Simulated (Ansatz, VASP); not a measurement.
## SrCl2: VASP beside Ansatz

The input POSCAR:

```
SrCl2
1.0
    0.0000000000      3.4277637231      3.4277637231
    3.4277637231      0.0000000000      3.4277637231
    3.4277637231      3.4277637231      0.0000000000
Sr Cl
1 2
Direct
    0.0000000000      0.0000000000      0.0000000000
    0.2500000000      0.2500000000      0.2500000000
    0.7500000000      0.7500000000      0.7500000000
```

File INCAR.step1:

```
SYSTEM = SrCl2
ALGO     = Normal         ! electronic algorithm
EDIFF    = 1E-4           ! SCF threshold, eV
ENCUT    = 520            ! plane-wave cutoff, eV
GGA      = PE             ! functional
ISMEAR   = 0              ! smearing method
LASPH    = .TRUE.         ! aspherical terms in the spheres
LCHARG   = .FALSE.        ! write CHGCAR
LREAL    = .FALSE.        ! projectors in reciprocal space
LWAVE    = .TRUE.         ! write WAVECAR
NBANDS   = 19             ! bands
NELM     = 100            ! most SCF steps
PREC     = Accurate       ! precision mode
SIGMA    = 0.01           ! smearing width, eV
```

INCAR.step2

```
SYSTEM = SrCl2
ALGO     = Normal         ! electronic algorithm
EDIFF    = 1E-7           ! SCF threshold, eV
ENCUT    = 520            ! plane-wave cutoff, eV
ISIF     = 2              ! what is computed and relaxed
ISMEAR   = 0              ! smearing method
ISTART   = 1            
LASPH    = .TRUE.         ! aspherical terms in the spheres
LCHARG   = .FALSE.        ! write CHGCAR
LMIXTAU  = .TRUE.       
LREAL    = .FALSE.        ! projectors in reciprocal space
LWAVE    = .FALSE.        ! write WAVECAR
METAGGA  = R2SCAN         ! meta-GGA
NBANDS   = 19             ! bands
NELM     = 100            ! most SCF steps
PREC     = Accurate       ! precision mode
SIGMA    = 0.01           ! smearing width, eV
```

File KPOINTS:

```
k-points
0
G
  6 6 6
  0 0 0
```

Input for Ansatz:

```yaml
crystal:
  lattice:
    - [0.0, 3.4277637231, 3.4277637231]
    - [3.4277637231, 0.0, 3.4277637231]
    - [3.4277637231, 3.4277637231, 0.0]
  atoms:
    - { symbol: Sr, position: [0.0, 0.0, 0.0] }
    - { symbol: Cl, position: [0.25, 0.25, 0.25] }
    - { symbol: Cl, position: [0.75, 0.75, 0.75] }
kpoints:
  mp_grid: { grid: [6, 6, 6] }
  band_path:
    path:
      - [0.0, 0.0, 0.0]
      - [0.5, 0.0, 0.5]
      - [0.625, 0.25, 0.625]
      - [0.375, 0.375, 0.75]
      - [0.5, 0.5, 0.5]
      - [0.5, 0.25, 0.75]
    npoints: 1
hamiltonian:
  xc: r2scan
scf:
  occupations: { method: fixed }
  n_extra_bands: 4
output:
  forces: true
  stress: true
  eigenvalues: true
```

Change from the starting cell: hydrostatic strain -2.0%.

Alike in both runs: task single point; functional r2SCAN; k mesh 6 × 6 × 6; no spin polarisation.

|  | VASP | Ansatz |
| --- | --- | --- |
| version | VASP 6.6.1 | Ansatz 0.2.0 |
| potentials or method | VASP PAW PBE potentials, release 64 (Sr_sv, Cl) | plane waves, PAW |
| plane-wave cutoff (eV) | 520 | 500 |
| occupations | gaussian, width 0.01 eV | fixed |
| valence electrons in the cell | 24 | 24 |

|  | VASP | Ansatz | Ansatz less VASP |
| --- | --- | --- | --- |
| gap on the k mesh at the Fermi level (eV) | 5.96 | 5.95 | -0.001 |
| pressure (GPa) | 2.7 | 2.6 | -0.07 |

VASP's potentials were made for PBE, not for r2SCAN.
